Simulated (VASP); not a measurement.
# RbTa2As3 (P6/mmm) in VASP: further runs

Runs on RbTa2As3. Level: PBE. Tasks: single point, relaxation of cell and atoms.

Everything below comes from runs of VASP 6.6.1. Logs are shortened: lines on timing, memory, paths and dates and some standing lists are left out, and cuts for length are marked.

### 1 The cell of the first run

The structure is hexagonal, space group P6/mmm (No. 191). The conventional cell has a = 5.897 Å, b = 5.897 Å, c = 4.648 Å, α = 90.00°, β = 90.00°, γ = 120.00°. Rb (site symmetry 6/mmm) has 6 Ta at 3.40 Å and 12 As at 3.75 Å and 2 Rb at 4.65 Å within 4.7 Å. Within 3.8 Å of Ta (site symmetry -6m2) lie 6 As at 2.88 Å and 3 Rb at 3.40 Å and 3 Ta at 3.40 Å. Within 3.8 Å of As (site symmetry mmm) lie 4 Ta at 2.88 Å and 4 As at 2.95 Å and 4 Rb at 3.75 Å.

The cell was generated, and may not be a known phase.

### 2 Single point, PBE

The input, INCAR:

```
SYSTEM = RbTa2As3
ALGO = Normal ; EDIFF = 1E-6
ENCUT = 520 ; GGA = PE
ISIF = 2 ; ISMEAR = 0
LASPH = .True. ; LCHARG = .False.
LREAL = .False. ; LWAVE = .False.
NBANDS = 32 ; NELM = 100
PREC = Accurate ; SIGMA = 0.1
```

The input, KPOINTS:

```
k-points
0
Gamma
  3 3 4
  0 0 0
```

The input, POSCAR:

```
RbTa2As3
1.0
    5.8973211600      0.0000000000      0.0000000000
   -2.9486605800      5.1072299400      0.0000000000
    0.0000000000      0.0000000000      4.6477321100
Rb Ta As
1 2 3
Direct
    0.0000000000      0.0000000000      0.0000000000
    0.6666666700      0.3333333300      0.0000000000
    0.3333333300      0.6666666700      0.0000000000
    0.5000000000      0.0000000000      0.5000000000
    0.5000000000      0.5000000000      0.5000000000
    0.0000000000      0.5000000000      0.5000000000
```

Potentials or basis: VASP PAW PBE potentials, release 64 (Rb_sv, Ta_pv, As).

Run with:

```sh
$ cat potpaw_PBE.64/Rb_sv/POTCAR potpaw_PBE.64/Ta_pv/POTCAR potpaw_PBE.64/As/POTCAR > POTCAR
$ mpirun -np 1 vasp_std > vasp.out
```

OUTCAR:

```text
SYSTEM = RbTa2As3
   EDIFF = 1E-6
   ENCUT = 520
   GGA = PE
   ISIF = 2
   ISMEAR = 0
   LASPH = .True.
   LREAL = .False.
   NELM = 100
   PREC = Accurate

 ion  position               nearest neighbor table
   1  0.000  0.000  0.000-   2 3.40   3 3.40   2 3.40   3 3.40   2 3.40   3 3.40   4 3.75   4 3.75
                             4 3.75   4 3.75   6 3.75   6 3.75   6 3.75   5 3.75   5 3.75   6 3.75
   2  0.667  0.333  0.000-   6 2.88   6 2.88   4 2.88   4 2.88   5 2.88   5 2.88   1 3.40   3 3.40
                             3 3.40   1 3.40   1 3.40   3 3.40
   3  0.333  0.667  0.000-   6 2.88   6 2.88   4 2.88   4 2.88   5 2.88   5 2.88   1 3.40   2 3.40
                             2 3.40   1 3.40   1 3.40   2 3.40
   4  0.500  0.000  0.500-   2 2.88   3 2.88   2 2.88   3 2.88   1 3.75   1 3.75   1 3.75   1 3.75

   5  0.500  0.500  0.500-   2 2.88   3 2.88   2 2.88   3 2.88   1 3.75   1 3.75   1 3.75   1 3.75

   6  0.000  0.500  0.500-   2 2.88   3 2.88   2 2.88   3 2.88   1 3.75   1 3.75   1 3.75   1 3.75

  LATTYP: Found a hexagonal cell.
 ALAT       =     5.8973211600
 C/A-ratio  =     0.7881090386

  Lattice vectors:

 A1 = (   5.8973211600,   0.0000000000,   0.0000000000)
 A2 = (  -2.9486605800,   5.1072299400,   0.0000000000)
 A3 = (   0.0000000000,   0.0000000000,   4.6477321100)

Analysis of symmetry for initial positions (statically):
=====================================================================
 Subroutine PRICEL returns:
 Original cell was already a primitive cell.

 Routine SETGRP: Setting up the symmetry group for a
 hexagonal supercell.

 Subroutine GETGRP returns: Found 24 space group operations
 (whereof 24 operations were pure point group operations)
 out of a pool of 24 trial point group operations.

The static configuration has the point symmetry D_6h.

Analysis of symmetry for dynamics (positions and initial velocities):
=====================================================================
 Subroutine PRICEL returns:
 Original cell was already a primitive cell.

 Routine SETGRP: Setting up the symmetry group for a
 hexagonal supercell.

 Subroutine GETGRP returns: Found 24 space group operations
 (whereof 24 operations were pure point group operations)
 out of a pool of 24 trial point group operations.

The dynamic configuration has the point symmetry D_6h.

 Subroutine INISYM returns: Found 24 space group operations
 (whereof 24 operations are pure point group operations),
 and found     1 'primitive' translations

----------------------------------------------------------------------------------------

                                     Primitive cell

  volume of cell :     139.9849

  direct lattice vectors                    reciprocal lattice vectors
     5.897321160  0.000000000  0.000000000     0.169568516  0.097900429  0.000000000
    -2.948660580  5.107229940  0.000000000     0.000000000  0.195800857  0.000000000
     0.000000000  0.000000000  4.647732110     0.000000000  0.000000000  0.215158700

  length of vectors
     5.897321160  5.897321161  4.647732110     0.195800857  0.195800857  0.215158700

  position of ions in fractional coordinates (direct lattice)
     0.000000000  0.000000000  0.000000000
     0.666666670  0.333333330  0.000000000
     0.333333330  0.666666670  0.000000000
     0.500000000  0.000000000  0.500000000
     0.500000000  0.500000000  0.500000000
     0.000000000  0.500000000  0.500000000

  ion indices of the primitive-cell ions
   primitive index   ion index
                 1           1
                 2           2
                 3           3
                 4           4
                 5           5
                 6           6

----------------------------------------------------------------------------------------

 KPOINTS: k-points

Automatic generation of k-mesh.
 Grid dimensions read from file:
 generate k-points for:    3    3    4

 Generating k-lattice:

  Cartesian coordinates                     Fractional coordinates (reciprocal lattice)
     0.056522839  0.032633476  0.000000000     0.333333333  0.000000000  0.000000000
     0.000000000  0.065266952  0.000000000     0.000000000  0.333333333  0.000000000
     0.000000000  0.000000000  0.053789675     0.000000000  0.000000000  0.250000000

  Length of vectors
     0.065266952  0.065266952  0.053789675

  Shift w.r.t. Gamma in fractional coordinates (k-lattice)
     0.000000000  0.000000000  0.000000000

 Subroutine IBZKPT returns following result:
 ===========================================

 Found      9 irreducible k-points:

 Following reciprocal coordinates:
            Coordinates               Weight
  0.000000  0.000000  0.000000      1.000000
  0.333333 -0.000000  0.000000      6.000000
  0.333333  0.333333  0.000000      2.000000
  0.000000  0.000000  0.250000      2.000000
  0.333333 -0.000000  0.250000     12.000000
  0.333333  0.333333  0.250000      4.000000
[... 71 lines left out ...]

 val. band max:        4.7727001231   @ k =   0.3333   0.3333   0.0000
 cond. band min:       4.7999805497   @ k =   0.3333  -0.0000   0.5000
 fundamental gap:      0.0272804267
 Fermi energy:         4.7919823484

 k-point     1 :       0.0000    0.0000    0.0000
  band No.  band energies     occupation
      1     -30.6561      2.00000
      2     -30.6463      2.00000
      3     -30.6463      2.00000
      4     -30.6315      2.00000
      5     -30.5527      2.00000
      6     -30.5527      2.00000
[... 24 lines left out ...]
     31       7.8498      0.00000
     32       7.9726      0.00000

 k-point     2 :       0.3333   -0.0000    0.0000
  band No.  band energies     occupation
      1     -30.6513      2.00000
      2     -30.6509      2.00000
      3     -30.6367      2.00000
      4     -30.6302      2.00000
      5     -30.5695      2.00000
      6     -30.5477      2.00000
[... 24 lines left out ...]
     31       7.3921      0.00000
     32       8.3099      0.00000

 k-point     3 :       0.3333    0.3333    0.0000
  band No.  band energies     occupation
      1     -30.6566      2.00000
      2     -30.6438      2.00000
      3     -30.6438      2.00000
      4     -30.5998      2.00000
      5     -30.5998      2.00000
      6     -30.5428      2.00000
[... 24 lines left out ...]
     31       6.6344      0.00000
     32       6.9535      0.00000

 k-point     4 :       0.0000    0.0000    0.2500
  band No.  band energies     occupation
      1     -30.6596      2.00000
      2     -30.6460      2.00000
      3     -30.6460      2.00000
      4     -30.6349      2.00000
      5     -30.5524      2.00000
      6     -30.5524      2.00000
[... 24 lines left out ...]
     31       7.3239      0.00000
     32       7.6411      0.00000

 k-point     5 :       0.3333   -0.0000    0.2500
  band No.  band energies     occupation
      1     -30.6544      2.00000
      2     -30.6510      2.00000
      3     -30.6401      2.00000
      4     -30.6298      2.00000
      5     -30.5692      2.00000
      6     -30.5473      2.00000
[... 24 lines left out ...]
     31       7.5796      0.00000
     32       8.4126      0.00000

 k-point     6 :       0.3333    0.3333    0.2500
  band No.  band energies     occupation
      1     -30.6563      2.00000
      2     -30.6472      2.00000
      3     -30.6472      2.00000
      4     -30.5994      2.00000
      5     -30.5994      2.00000
      6     -30.5425      2.00000
[... 24 lines left out ...]
     31       6.5309      0.00000
     32       7.7397      0.00000

 k-point     7 :       0.0000    0.0000    0.5000
  band No.  band energies     occupation
      1     -30.6630      2.00000
      2     -30.6457      2.00000
      3     -30.6457      2.00000
      4     -30.6383      2.00000
      5     -30.5520      2.00000
      6     -30.5520      2.00000
[... 24 lines left out ...]
     31       7.6158      0.00000
     32       8.2060      0.00000

 k-point     8 :       0.3333   -0.0000    0.5000
  band No.  band energies     occupation
      1     -30.6578      2.00000
      2     -30.6507      2.00000
      3     -30.6435      2.00000
      4     -30.6295      2.00000
      5     -30.5689      2.00000
      6     -30.5470      2.00000
[... 24 lines left out ...]
     31       7.7115      0.00000
     32       7.7163      0.00000

 k-point     9 :       0.3333    0.3333    0.5000
  band No.  band energies     occupation
      1     -30.6559      2.00000
      2     -30.6506      2.00000
      3     -30.6506      2.00000
      4     -30.5991      2.00000
      5     -30.5991      2.00000
      6     -30.5422      2.00000
[... 24 lines left out ...]
     31       6.8394      0.00000
     32       8.6232      0.00000

------------------------ aborting loop because EDIFF is reached ----------------------------------------

  FORCE on cell =-STRESS in cart. coord.  units (eV):
  Direction    XX          YY          ZZ          XY          YZ          ZX
  --------------------------------------------------------------------------------------
  -------------------------------------------------------------------------------------
  Total       -0.6297862     -0.6297862    -15.7170906      0.0000000     -0.0000000      0.0000000
  in kB       -7.2081275     -7.2081275   -179.8876969      0.0000000     -0.0000000      0.0000000
  external PRESSURE =     -64.7679840 kB  Pullay stress =       0.0000000 kB

 VOLUME and BASIS-vectors are now :
 -----------------------------------------------------------------------------
  energy-cutoff  :      520.00
  volume of cell :      139.98
      direct lattice vectors                 reciprocal lattice vectors
     5.897321160  0.000000000  0.000000000     0.169568516  0.097900429  0.000000000
    -2.948660580  5.107229940  0.000000000     0.000000000  0.195800857  0.000000000
     0.000000000  0.000000000  4.647732110     0.000000000  0.000000000  0.215158700

 POSITION                                       TOTAL-FORCE (eV/Angst)
 -----------------------------------------------------------------------------------
      0.00000      0.00000      0.00000         0.000000     -0.000000      0.000000
      2.94866      1.70241      0.00000         0.000000     -0.000000      0.000000
     -0.00000      3.40482      0.00000        -0.000000      0.000000     -0.000000
      2.94866      0.00000      2.32387         0.000000     -0.000000      0.000000
      1.47433      2.55361      2.32387        -0.000000     -0.000000      0.000000
     -1.47433      2.55361      2.32387         0.000000     -0.000000      0.000000
 -----------------------------------------------------------------------------------
    total drift:                               -0.000000      0.000000     -0.000000

  FREE ENERGIE OF THE ION-ELECTRON SYSTEM (eV)
  ---------------------------------------------------
  free  energy   TOTEN  =       -35.7276719979 eV

  energy  without entropy=      -35.6841217215  energy(sigma->0) =      -35.70589686
```

Run time: 52 s. Hardware: 1 thread of Intel Xeon Platinum 8488C (Sapphire Rapids), shared host; peak memory 0.28 GiB.

What came out:

- Free energy: -35.7277 eV
- Pressure: -6.5 GPa
- Band gap on the k mesh: zero (bands 23 and 24 overlap by 0.50 eV)

Levels at points of the mesh, in eV from the Fermi level:
```
           k point  band 21  band 22  band 23  band 24  band 25  band 26
(0.00, 0.00, 0.00)    -0.25    -0.25    -0.16    -0.16     0.60     0.60
(0.00, 0.00, 0.50)    -1.05    -0.16    -0.16     0.97     0.97     1.10
```

Caveat: the k points lie up to 0.41 Å⁻¹ apart; spin-orbit coupling is left out, which moves the levels of the heavy elements.

### 3 Single point, PBE

This run uses another cell than the first one, of 23.89 Å³/atom.

The input, INCAR:

```
ALGO = Normal
EDIFF = 1E-6
ENCUT = 520
GGA = PE
ISIF = 2
ISMEAR = 0
LASPH = T
LCHARG = F
LREAL = F
LWAVE = F
NBANDS = 32
NELM = 60
PREC = Accurate
SIGMA = 0.1
```

The input, KPOINTS:

```
k-points
0
Gamma
  6 6 12
```

The input, POSCAR:

```
RbTa2As3
1.0
    7.0973763151      0.0000000000      0.0000000000
   -3.5486881576      6.1465081891      0.0000000000
    0.0000000000      0.0000000000      3.2859707364
Rb Ta As
1 2 3
Direct
    0.0000000000      0.0000000000      0.0000000000
    0.6666666667      0.3333333333      0.0000000000
    0.3333333333      0.6666666667      0.0000000000
    0.5000000000      0.0000000000      0.5000000000
    0.5000000000      0.5000000000      0.5000000000
    0.0000000000      0.5000000000      0.5000000000
```

Potentials or basis: VASP PAW PBE potentials, release 64 (Rb_sv, Ta_pv, As).

Run with:

```sh
$ cat potpaw_PBE.64/Rb_sv/POTCAR potpaw_PBE.64/Ta_pv/POTCAR potpaw_PBE.64/As/POTCAR > POTCAR
$ mpirun -np 1 vasp_std > vasp.out
```

Run time: 3 min. Hardware: 1 thread of Intel Xeon Platinum 8488C (Sapphire Rapids), shared host; peak memory 0.39 GiB.

The run converged. Its results:

* Free energy: -39.1905 eV
* Pressure: 0.2 GPa
* Band gap on the k mesh: zero (bands 23 and 24 overlap by 1.34 eV)

Levels at points of the mesh, in eV from the Fermi level:
| k point | band 20 | band 21 | band 22 | band 23 | band 24 | band 25 | band 26 | band 27 |
| --- | --- | --- | --- | --- | --- | --- | --- | --- |
| (0.00, 0.00, 0.00) | -1.71 | -1.71 | -0.47 | -0.37 | -0.37 | -0.26 | 0.64 | 0.64 |
| (0.50, 0.00, 0.00) | -1.73 | -1.36 | -1.09 | -0.80 | -0.77 | -0.03 | 0.68 | 2.27 |
| (0.00, 0.00, 0.50) | -1.02 | -1.02 | -0.44 | -0.44 | -0.01 | 0.85 | 1.44 | 1.44 |
| (0.50, 0.00, 0.50) | -1.73 | -1.56 | -0.73 | 0.11 | 0.13 | 0.44 | 0.51 | 1.51 |

Caveat: spin-orbit coupling is left out, which moves the levels of the heavy elements.

### 4 Relaxation of cell and atoms, PBE

This run uses another cell than the first one, of 23.84 Å³/atom.

The input, INCAR:

```
PREC     = Accurate       # precision mode
ENCUT    = 600            # plane-wave cutoff, eV
EDIFF    = 1E-6           # SCF threshold, eV
ISMEAR   = 0              # smearing method
SIGMA    = 0.1            # smearing width, eV
LREAL    = F              # projectors in reciprocal space
LASPH    = T              # aspherical terms in the spheres
NELM     = 80             # most SCF steps
ALGO     = Normal         # electronic algorithm
ISIF     = 3              # what is computed and relaxed
LWAVE    = F              # write WAVECAR
LCHARG   = F              # write CHGCAR
GGA      = PE             # functional
IBRION   = 2              # ionic algorithm
NSW      = 100            # ionic steps
EDIFFG   = -0.01          # ionic threshold
```

The input, KPOINTS:

```
Automatic mesh
0
Gamma
  6 6 12
```

POSCAR, as its differences from that of step 3:

```diff
@@ -2,5 +2,5 @@
 1.0
-    7.0973763151      0.0000000000      0.0000000000
-   -3.5486881576      6.1465081891      0.0000000000
-    0.0000000000      0.0000000000      3.2859707364
+    7.0855212876      0.0000000000      0.0000000000
+   -3.5427606438      6.1362414342      0.0000000000
+    0.0000000000      0.0000000000      3.2900376962
 Rb Ta As
```

Run with:

```sh
$ cat potpaw_PBE.64/Rb_sv/POTCAR potpaw_PBE.64/Ta_pv/POTCAR potpaw_PBE.64/As/POTCAR > POTCAR
$ mpirun -np 1 vasp_std > vasp.out
```

Run time: 10 min. Hardware: 1 thread of Intel Xeon Platinum 8488C (Sapphire Rapids), shared host; peak memory 0.48 GiB.

Results (log left out):

- Free energy: -39.1915 eV
- Relaxed volume: 23.96 Å³/atom
- Relaxed cell: a = 7.106 Å, b = 7.106 Å, c = 3.287 Å, α = 90.00°, β = 90.00°, γ = 120.00°
- Space group after relaxing (to 0.1 Å): P6/mmm (No. 191)
- Energy gained by relaxing: 0.1 meV/atom
- Ionic steps: 8
- Pressure after relaxing: 0.0 GPa
- Band gap on the k mesh: zero (bands 23 and 24 overlap by 1.34 eV)

The path:
```tsv
step	energy change (eV)	largest force (eV/Å)	pressure (GPa)	volume (Å³)
1	0.0000	0.0000	0.37	143.05
2	-0.0002	0.0000	-0.33	144.19
3	-0.0007	0.0000	0.00	143.66
4	-0.0007	0.0000	0.00	143.68
5	-0.0007	0.0000	-0.07	143.78
6	-0.0007	0.0000	-0.02	143.69
7	-0.0008	0.0000	-0.02	143.71
8	-0.0009	0.0000	-0.01	143.76
```

Final structure:
```cif
data_structure
_symmetry_space_group_name_H-M 'P 1'
_symmetry_Int_Tables_number 1
_cell_length_a 7.1063
_cell_length_b 7.1063
_cell_length_c 3.2871
_cell_angle_alpha 90.000
_cell_angle_beta 90.000
_cell_angle_gamma 120.000
_cell_volume 143.76
loop_
_atom_site_label
_atom_site_type_symbol
_atom_site_fract_x
_atom_site_fract_y
_atom_site_fract_z
_atom_site_occupancy
Rb1 Rb 0.00000 0.00000 0.00000 1
Ta1 Ta 0.66667 0.33333 0.00000 1
Ta2 Ta 0.33333 0.66667 0.00000 1
As1 As 0.50000 0.00000 0.50000 1
As2 As 0.50000 0.50000 0.50000 1
As3 As 0.00000 0.50000 0.50000 1
```

Levels at points of the mesh, in eV from the Fermi level:
| k point | band 21 | band 22 | band 23 | band 24 | band 25 | band 26 |
| --- | --- | --- | --- | --- | --- | --- |
| (0.00, 0.00, 0.00) | -1.70 | -0.47 | -0.37 | -0.37 | -0.26 | 0.64 |
| (0.50, 0.00, 0.00) | -1.35 | -1.09 | -0.79 | -0.77 | -0.02 | 0.69 |
| (0.00, 0.00, 0.50) | -1.01 | -0.43 | -0.43 | -0.02 | 0.85 | 1.44 |
| (0.50, 0.00, 0.50) | -1.56 | -0.72 | 0.11 | 0.13 | 0.44 | 0.51 |

Caveat: spin-orbit coupling is left out, which moves the levels of the heavy elements.

### 5 Overview

| task | cell | k mesh | cutoff (eV) | gap on the mesh (eV) | pressure (GPa) |
| --- | --- | --- | --- | --- | --- |
| single point | a = 5.897, b = 5.897, c = 4.648 Å, angles 90.0, 90.0, 120.0°, 6 atoms | 3 × 3 × 4 | 520 | none | -6.5 |
| single point | a = 7.097, b = 7.097, c = 3.286 Å, angles 90.0, 90.0, 120.0°, 6 atoms | 6 × 6 × 12 | 520 | none | 0.2 |
| relaxation of cell and atoms | relaxed from a = 7.086, b = 7.086, c = 3.290 Å, angles 90.0, 90.0, 120.0°, 6 atoms | 6 × 6 × 12 | 600 | none | 0.0 |

Alike in all rows: level PBE; potentials or basis VASP PAW PBE potentials, release 64 (Rb_sv, Ta_pv, As); no spin polarisation; smearing gaussian 0.1 eV.

Caveats: some runs use coarse meshes; spin-orbit coupling is left out, which moves the levels of the heavy elements.

Absolute energies hang on the potentials; compare differences alone.

The gap in the log of VASP goes by the Fermi energy; the results here count the filled bands.